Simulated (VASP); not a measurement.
AlNi, 2 atoms in the cell. It takes space group P4/mmm (No. 123, tetragonal). The conventional cell has a = 2.915 Å, b = 2.915 Å, c = 2.926 Å, α = 90.00°, β = 90.00°, γ = 90.00°. Al (site symmetry 4/mmm) has 8 Ni at 2.53 Å and 6 Al at 2.91 to 2.93 Å within 3.3 Å. Within 3.3 Å of Ni (site symmetry 4/mmm) lie 8 Al at 2.53 Å and 6 Ni at 2.91 to 2.93 Å.  This cell differs from its parent crystal: volume scaled by 1.06, then relaxed in part.

* Program: VASP 6.6.1
* Task: single point
* Functional: PBEsol
* Potentials or basis: VASP PAW PBE potentials, release 64 (Al, Ni)
* Cutoff: 520 eV
* k mesh: 16 × 16 × 14
* Occupations: gaussian, width 0.1 eV
* Spin: no spin polarisation
* Dipole correction: no
* Further INCAR settings: ALGO = Fast; EDIFF = 1e-06; NBANDS = 14

Potentials or basis: VASP PAW PBE potentials, release 64 (Al, Ni).

Run with:

```console
$ cat potpaw_PBE.64/Al/POTCAR potpaw_PBE.64/Ni/POTCAR > POTCAR
$ mpirun -np 1 vasp_std > vasp.out
```

Hardware: 1 thread of Intel(R) Xeon(R) 6975P-C (Granite Rapids), on a shared host.

Q: How long does it take, and how much memory?

A: It took 62 s on 1 thread of Intel(R) Xeon(R) 6975P-C (Granite Rapids) (shared host), peak memory 0.31 GiB. Counts: scf iterations 15, k points 584.
